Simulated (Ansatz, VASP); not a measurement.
# InSe8 in VASP and in Ansatz

```xyz
9
Lattice="7.7416 0.0000 0.0000 -3.8708 6.7044 0.0000 0.0000 0.0000 4.3733" Properties=species:S:1:pos:R:3 pbc="T T T"
In    0.0000    0.0000    2.1866
Se    1.9354    1.1174    0.6361
Se    0.0000    4.4696    0.6361
Se    5.8062    1.1174    0.6361
Se    3.8708    4.4696    0.6361
Se    0.0000    2.2348    3.7372
Se   -1.9354    5.5870    3.7372
Se    3.8708    2.2348    3.7372
Se    1.9354    5.5870    3.7372
```

Alike in both runs: task relaxation of cell and atoms; functional PBE; dispersion D3(BJ); k mesh 3 × 3 × 4; occupations gaussian, width 0.1 eV; no spin polarisation.

|  | VASP | Ansatz |
| --- | --- | --- |
| version | VASP 6.6.1 | Ansatz 0.2.0 |
| potentials or method | VASP PAW PBE potentials, release 64 (In_d, Se), cutoff 600 eV | scalar-relativistic, plane waves, PAW |
| valence electrons in the cell | 61 | 141 |

|  | VASP | Ansatz | Ansatz less VASP |
| --- | --- | --- | --- |
| gap on the k mesh at the Fermi level, each at its own relaxed structure (eV) | none | none | - |
| relaxed volume (Å³/atom) | 29.22 | 23.61 | -5.611 |
| relaxed length of the cell vector where the two differ most in proportion (Å) | 8.572 | 7.271 | -1.3010 |

A gap of «none» marks a metal or a gap that the smearing closes. One of these differences is far larger than is usual between the two programs; its cause wasn't traced. VASP's potentials hold 61 valence electrons a cell and Ansatz's 141, so a difference there can come from the potentials and not from the codes.

Noted on VASP's run: the volume moved by over 15 % at a fixed basis, so the end points are rough.
